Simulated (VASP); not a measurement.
# Pt in VASP: single point with PBEsol

Aim: the single point of Pt with PBEsol.

Program: VASP 6.6.1. These are calculated values, not measurements. Logs are shortened: lines on timing, memory, paths and dates and some standing lists are left out, and cuts for length are marked.

### 1 The cell of the first run

The cell holds a slab with vacuum, 6 atoms: a = 2.769 Å, b = 2.769 Å, c = 19.565 Å, α = 90.00°, β = 90.00°, γ = 60.00°.

### 2 Single point, PBEsol (the distance across one plane changed)

Input file INCAR:

```
SYSTEM = Pt
  ALGO = Fast
  EDIFF = 1E-6
  ENCUT = 520
  GGA = PS
  ISIF = 2
  ISMEAR = 0
  LASPH = .True.
  LCHARG = .False.
  LREAL = .False.
  LWAVE = .False.
  NBANDS = 39
  NELM = 100
  PREC = Accurate
  SIGMA = 0.15
```

Input file KPOINTS:

```
k-points
0
Gamma
  19 19 4
  0 0 0
```

Input file POSCAR:

```
Pt
1.0
    1.9579000000     -1.9579000000      0.0000000000
    1.9579000000      0.0000000000     -1.9579000000
   11.2957016151     11.2957016151     11.2957016151
Pt
6
Direct
    0.6666666667      0.6666666667      0.0577655845
    0.0000000000      0.0000000000      0.6355369843
    0.3333333333      0.3333333333      0.1733198645
    0.6666666667      0.6666666667      0.4044284244
    0.0000000000      0.0000000000      0.2888741444
    0.3333333333      0.3333333333      0.5199827043
```

Potentials or basis: VASP PAW PBE potentials, release 64 (Pt).

Run with:

```sh
cat potpaw_PBE.64/Pt/POTCAR > POTCAR
mpirun -np 1 vasp_std > vasp.out
```

OUTCAR:

```text
SYSTEM = Pt
   EDIFF = 1E-6
   ENCUT = 520
   GGA = PS
   ISIF = 2
   ISMEAR = 0
   LASPH = .True.
   LREAL = .False.
   NELM = 100
   PREC = Accurate

 ion  position               nearest neighbor table
   1  0.667  0.667  0.058-   3 2.77   3 2.77   3 2.77
   2  0.000  0.000  0.636-   6 2.77   6 2.77   6 2.77
   3  0.333  0.333  0.173-   5 2.77   5 2.77   5 2.77   1 2.77   1 2.77   1 2.77
   4  0.667  0.667  0.404-   6 2.77   6 2.77   6 2.77   5 2.77   5 2.77   5 2.77
   5  0.000  0.000  0.289-   3 2.77   3 2.77   3 2.77   4 2.77   4 2.77   4 2.77
   6  0.333  0.333  0.520-   4 2.77   4 2.77   4 2.77   2 2.77   2 2.77   2 2.77

  LATTYP: Found a hexagonal cell.
 ALAT       =     2.7688887338
 C/A-ratio  =     7.0659137963

  Lattice vectors:

 A1 = (  -1.9579000000,   0.0000000000,   1.9579000000)
 A2 = (   1.9579000000,  -1.9579000000,   0.0000000000)
 A3 = (  11.2957016151,  11.2957016151,  11.2957016151)

Analysis of symmetry for initial positions (statically):
=====================================================================
 Subroutine PRICEL returns:
 Original cell was already a primitive cell.

 Routine SETGRP: Setting up the symmetry group for a
 hexagonal supercell.

 Subroutine GETGRP returns: Found 12 space group operations
 (whereof  6 operations were pure point group operations)
 out of a pool of 24 trial point group operations.

The static configuration has the point symmetry C_3v.
 The point group associated with its full space group is D_3d.

Analysis of symmetry for dynamics (positions and initial velocities):
=====================================================================
 Subroutine PRICEL returns:
 Original cell was already a primitive cell.

 Routine SETGRP: Setting up the symmetry group for a
 hexagonal supercell.

 Subroutine GETGRP returns: Found 12 space group operations
 (whereof  6 operations were pure point group operations)
 out of a pool of 24 trial point group operations.

The dynamic configuration has the point symmetry C_3v.
 The point group associated with its full space group is D_3d.

 Subroutine INISYM returns: Found 12 space group operations
 (whereof  6 operations are pure point group operations),
 and found     1 'primitive' translations

----------------------------------------------------------------------------------------

                                     Primitive cell

  volume of cell :     129.9019

  direct lattice vectors                    reciprocal lattice vectors
     1.957900000 -1.957900000  0.000000000     0.170250438 -0.340500877  0.170250438
     1.957900000  0.000000000 -1.957900000     0.170250438  0.170250438 -0.340500877
    11.295701615 11.295701615 11.295701615     0.029509750  0.029509750  0.029509750

  length of vectors
     2.768888734  2.768888734 19.564729104     0.417026703  0.417026703  0.051112387

  position of ions in fractional coordinates (direct lattice)
     0.666666667  0.666666667  0.057765584
     0.000000000  0.000000000  0.635536984
     0.333333333  0.333333333  0.173319865
     0.666666667  0.666666667  0.404428424
     0.000000000  0.000000000  0.288874144
     0.333333333  0.333333333  0.519982704

  ion indices of the primitive-cell ions
   primitive index   ion index
                 1           1
                 2           2
                 3           3
                 4           4
                 5           5
                 6           6

----------------------------------------------------------------------------------------

 KPOINTS: k-points

Automatic generation of k-mesh.
 Grid dimensions read from file:
 generate k-points for:   19   19    4

 Generating k-lattice:

  Cartesian coordinates                     Fractional coordinates (reciprocal lattice)
     0.008960549 -0.017921099  0.008960549     0.052631579  0.000000000  0.000000000
     0.008960549  0.008960549 -0.017921099     0.000000000  0.052631579  0.000000000
     0.007377438  0.007377438  0.007377438     0.000000000  0.000000000  0.250000000

  Length of vectors
     0.021948774  0.021948774  0.012778097

  Shift w.r.t. Gamma in fractional coordinates (k-lattice)
     0.000000000  0.000000000  0.000000000

 Subroutine IBZKPT returns following result:
 ===========================================

 Found    150 irreducible k-points:

 Following reciprocal coordinates:
            Coordinates               Weight
  0.000000  0.000000  0.000000      1.000000
  0.052632  0.000000  0.000000      6.000000
  0.105263  0.000000  0.000000      6.000000
  0.157895  0.000000  0.000000      6.000000
  0.210526  0.000000  0.000000      6.000000
  0.263158  0.000000  0.000000      6.000000
[... 16 lines left out ...]
  0.368421  0.105263 -0.000000     12.000000
  0.421053  0.105263 -0.000000     12.000000
 [... further k-points ...]
   k-points           NKPTS =    150   k-points in BZ     NKDIM =    150   number of bands    NBANDS=     39
   number of dos      NEDOS =    301   number of ions     NIONS =      6
   total plane-waves  NPLWV =  86400
   dimension x,y,z NGX =    24 NGY =   24 NGZ =  150
   dimension x,y,z NGXF=    48 NGYF=   48 NGZF=  300
   ions per type =               6
   NGX,Y,Z   is equivalent  to a cutoff of  14.41, 14.41, 12.75 a.u.
   NGXF,Y,Z  is equivalent  to a cutoff of  28.82, 28.82, 25.49 a.u.
 SYSTEM =  Pt
   PREC   = accura    normal or accurate (medium, high low for compatibility)
   ISTART =      0    job   : 0-new  1-cont  2-samecut
   ICHARG =      2    charge: 1-file 2-atom 10-const
   ISPIN  =      1    spin polarized calculation?
   LNONCOLLINEAR =      F non collinear calculations
   LSORBIT =      F    spin-orbit coupling
   LASPH  =      T    aspherical Exc in radial PAW
   ENCUT  =  520.0 eV  38.22 Ry    6.18 a.u.   5.15  5.15 36.38*2*pi/ulx,y,z
   NELM   =    100;   NELMIN=  2; NELMDL= -5     # of ELM steps
   EDIFF  = 0.1E-05   stopping-criterion for ELM
   LREAL  =      F    real-space projection
   EDIFFG = 0.1E-04   stopping-criterion for IOM
   NSW    =      0    number of steps for IOM
   IBRION =     -1    ionic relax: 0-MD 1-quasi-New 2-CG
   NFREE  =      0    steps in history (QN), initial steepest desc. (CG)
   ISIF   =      2    stress and relaxation
   ISYM   =      2    0-nonsym 1-usesym 2-fastsym
   POTIM  = 0.5000    time-step for ionic-motion
   TEBEG  =    0.0;   TEEND  =   0.0 temperature during run
   PSTRESS=    0.0 pullay stress
   NELECT =      60.0000    total number of electrons
   NUPDOWN=      -1.0000    fix difference up-down
   EMIN   =  10.00;   EMAX   =-10.00  energy-range for DOS
   EFERMI =   0.00;   METHOD = LEGACY
   ISMEAR =     0;   SIGMA  =   0.15  broadening in eV -4-tet -1-fermi 0-gaus
   EFERMI_NEDOS =   21; number of points for ismear=-14 and -15
   IALGO  =     68    algorithm
   IMIX   =      4    mixing-type and parameters
     AMIX     =   0.40;   BMIX     =  1.00
     AMIX_MAG =   1.60;   BMIX_MAG =  1.00
  volume/ion in A,a.u.               =      21.65       146.10
  Fermi-wavevector in a.u.,A,eV,Ry     =   1.265475  2.391400 21.788722  1.601426
  Thomas-Fermi vector in A             =   2.398726
   LORBIT       =      0    0 simple, 1 ext, 2 COOP (PROOUT), +10 PAW based schemes
   GGA     = PS    functional components
   LHFCALC =     F    Hartree Fock is set to
   AEXX    =    0.0000 exact exchange contribution
   IVDW    =     0    specifies the selected vdW correction
   LEPSILON=     F    determine dielectric tensor
   LRPA    =     F    only Hartree local field effects (RPA)
 non-spin polarized calculation
 RMM-DIIS sequential band-by-band and
 Gauss-broadening in eV      SIGMA  =   0.15
  energy-cutoff  :      520.00
  volume of cell :      129.90
 maximum number of plane-waves:      3525
 NGX is ok and might be reduce to    24
   NGX = 11   NGY = 11   NGZ = 73

 number of electron      60.0000005 magnetization

 Free energy of the ion-electron system (eV)
  ---------------------------------------------------
  ext. energy  EPLUGINS =         0.00000000
  ---------------------------------------------------
  free energy    TOTEN  =       -40.32152607 eV

  energy without entropy =      -40.18152391  energy(sigma->0) =      -40.25152499

 E-fermi :   5.8973     XC(G=0): -10.2964

 val. band max:        5.8935184389   @ k =   0.4737   0.0526   0.2500
 cond. band min:       5.9027587004   @ k =   0.3684   0.1579   0.5000
 fundamental gap:      0.0092402615
 Fermi energy:         5.8973433051

 k-point     1 :       0.0000    0.0000    0.0000
  band No.  band energies     occupation
      1      -4.1733      2.00000
      2      -3.4185      2.00000
      3      -2.4588      2.00000
      4      -1.6999      2.00000
      5      -1.3038      2.00000
      6      -1.2643      2.00000
[... 31 lines left out ...]
     38      11.4885      0.00000
     39      12.5617      0.00000

 k-point     2 :       0.0526    0.0000    0.0000
  band No.  band energies     occupation
      1      -4.0744      2.00000
      2      -3.3220      2.00000
      3      -2.3625      2.00000
      4      -1.6032      2.00000
      5      -1.2094      2.00000
      6      -1.1681      2.00000
[... 31 lines left out ...]
     38      11.5625      0.00000
     39      12.5650      0.00000

 k-point     3 :       0.1053    0.0000    0.0000
  band No.  band energies     occupation
      1      -3.7848      2.00000
      2      -3.0415      2.00000
      3      -2.0857      2.00000
      4      -1.3267      2.00000
      5      -0.9391      2.00000
      6      -0.8929      2.00000
[... 832 lines left out ...]
 k-point    23 :       0.3684    0.1053   -0.0000
  band No.  band energies     occupation
      1      -1.3546      2.00000
      2      -0.9264      2.00000
      3      -0.5481      2.00000
      4      -0.1782      2.00000
      5       0.0754      2.00000
      6       0.2560      2.00000
[... 31 lines left out ...]
     38      13.6564      0.00000
     39      14.4443      0.00000

 k-point    24 :       0.4211    0.1053   -0.0000
  band No.  band energies     occupation
      1      -1.1009      2.00000
      2      -0.6849      2.00000
      3      -0.5760      2.00000
      4      -0.2915      2.00000
      5      -0.1510      2.00000
      6       0.1650      2.00000
[... 31 lines left out ...]
     38      13.5248      0.00000
     39      14.2300      0.00000

 [... further k-points ...]

------------------------ aborting loop because EDIFF is reached ----------------------------------------

  FORCE on cell =-STRESS in cart. coord.  units (eV):
  Direction    XX          YY          ZZ          XY          YZ          ZX
  --------------------------------------------------------------------------------------
  -------------------------------------------------------------------------------------
  Total       -3.0974431     -3.0974431     -3.0974431      1.5167786      1.5167786      1.5167786
  in kB      -38.2030852    -38.2030852    -38.2030852     18.7075666     18.7075666     18.7075666
  external PRESSURE =     -38.2030852 kB  Pullay stress =       0.0000000 kB

 VOLUME and BASIS-vectors are now :
 -----------------------------------------------------------------------------
  energy-cutoff  :      520.00
  volume of cell :      129.90
      direct lattice vectors                 reciprocal lattice vectors
     1.957900000 -1.957900000  0.000000000     0.170250438 -0.340500877  0.170250438
     1.957900000  0.000000000 -1.957900000     0.170250438  0.170250438 -0.340500877
    11.295701615 11.295701615 11.295701615     0.029509750  0.029509750  0.029509750

 POSITION                                       TOTAL-FORCE (eV/Angst)
 -----------------------------------------------------------------------------------
      3.26304     -0.65276     -0.65276        -0.068459     -0.068459     -0.068459
      7.17884      7.17884      7.17884         0.068459      0.068459      0.068459
      3.26304      1.30514      1.30514         0.111809      0.111809      0.111809
      7.17884      3.26304      3.26304        -0.010042     -0.010042     -0.010042
      3.26304      3.26304      3.26304         0.010042      0.010042      0.010042
      7.17884      5.22094      5.22094        -0.111809     -0.111809     -0.111809
 -----------------------------------------------------------------------------------
    total drift:                                0.000000      0.000000      0.000000

  FREE ENERGIE OF THE ION-ELECTRON SYSTEM (eV)
  ---------------------------------------------------
  free  energy   TOTEN  =       -40.3215260697 eV

  energy  without entropy=      -40.1815239075  energy(sigma->0) =      -40.25152499
```

Run time: 11 min. Hardware: 1 thread of Intel Xeon Platinum 8488C (Sapphire Rapids), shared host; peak memory 0.65 GiB.

Results:

```
Free energy            : -40.3215 eV
Largest force          : 0.194 eV/Å
Band gap on the k mesh : zero (bands 30 and 31 overlap by 1.51 eV)
```

Forces in eV/Å, atoms in the order of the input:
```
Pt  -0.068 -0.068 -0.068
Pt   0.068  0.068  0.068
Pt   0.112  0.112  0.112
Pt  -0.010 -0.010 -0.010
Pt   0.010  0.010  0.010
Pt  -0.112 -0.112 -0.112
```

Levels at points of the mesh, in eV from the Fermi level:
| k point | band 27 | band 28 | band 29 | band 30 | band 31 | band 32 | band 33 | band 34 | band 35 | band 36 |
| --- | --- | --- | --- | --- | --- | --- | --- | --- | --- | --- |
| (0.00, 0.00, 0.00) | -1.59 | -1.28 | -1.28 | -0.77 | -0.77 | -0.21 | -0.21 | -0.04 | 0.03 | 0.03 |
| (0.00, 0.00, 0.50) | -1.59 | -1.28 | -1.28 | -0.77 | -0.77 | -0.21 | -0.21 | -0.07 | 0.03 | 0.03 |

Caveat: the cell differs from its parent crystal (the distance across one plane changed); there is no dipole correction, which matters where the two faces differ; the PAW data sets were made with another functional, which shifts forces and pressure a little; spin-orbit coupling is left out, which moves the levels of the heavy elements.
